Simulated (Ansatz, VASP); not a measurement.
Two plane-wave programs on Au

File INCAR:

```
ALGO = Fast ; EDIFF = 1E-6
ENCUT = 520 ; GGA = PS
ISIF = 2 ; ISMEAR = 0
LASPH = True ; LCHARG = True
LELF = True ; LREAL = False
LVHAR = True ; LWAVE = False
NBANDS = 18 ; NELM = 80
PREC = Accurate ; SIGMA = 0.15
```

KPOINTS

```
k-points
0
Gamma
  20 20 10
```

Contents of POSCAR:

```
Au
1.0
    1.4113099650     -2.5559330250      0.0000000000
    1.4113099650      2.5559330250      0.0000000000
    0.0000000000      0.0000000000      4.8931696100
Au
2
Direct
    0.5590437350      0.2283877950      0.2193450234
    0.3346720300      0.6653279700      0.7500000000
```

Input for Ansatz:

```yaml
crystal:
  lattice:
    - [1.411309965, -2.555933025, 0.0]
    - [1.411309965, 2.555933025, 0.0]
    - [0.0, 0.0, 4.89316961]
  atoms:
    - { symbol: Au, position: [0.559043735, 0.228387795, 0.2193450234] }
    - { symbol: Au, position: [0.33467203, 0.66532797, 0.75] }
basis:
  ecutwfc: 420
kpoints:
  mp_grid: { grid: [20, 20, 10] }
hamiltonian:
  xc: pbesol
scf:
  occupations: { method: gaussian, width: 0.15 }
output:
  forces: true
  stress: true
  eigenvalues: true
```

Alike in both runs: task single point; functional PBEsol; k mesh 20 × 20 × 10; occupations gaussian, width 0.15 eV; no spin polarisation.

|  | VASP | Ansatz |
| --- | --- | --- |
| version | VASP 6.6.1 | Ansatz 0.2.0 |
| potentials or method | VASP PAW PBE potentials, release 64 (Au), cutoff 520 eV | scalar-relativistic, plane waves, PAW |
| valence electrons in the cell | 22 | 38 |

|  | VASP | Ansatz | Ansatz less VASP |
| --- | --- | --- | --- |
| gap on the k mesh at the Fermi level (eV) | none | none | - |
| pressure (GPa) | -2.9 | -2.7 | +0.25 |
| traceless stress, the component that is largest in VASP (GPa) | 1.84 | 1.84 | +0.004 |
| rms of the force components (eV/Å) | 0.619 | 0.622 | +0.0036 |

VASP's potentials were made for PBE, not for PBEsol. Atom by atom the forces differ by 0.004 eV/Å (rms over components). A gap of «none» marks a metal or a gap that the smearing closes. With one functional, cell and mesh, what is left measures potentials, basis and numerics. VASP's potentials hold 22 valence electrons a cell and Ansatz's 38, so a difference there can come from the potentials and not from the codes.

Neither program's run includes spin-orbit coupling.
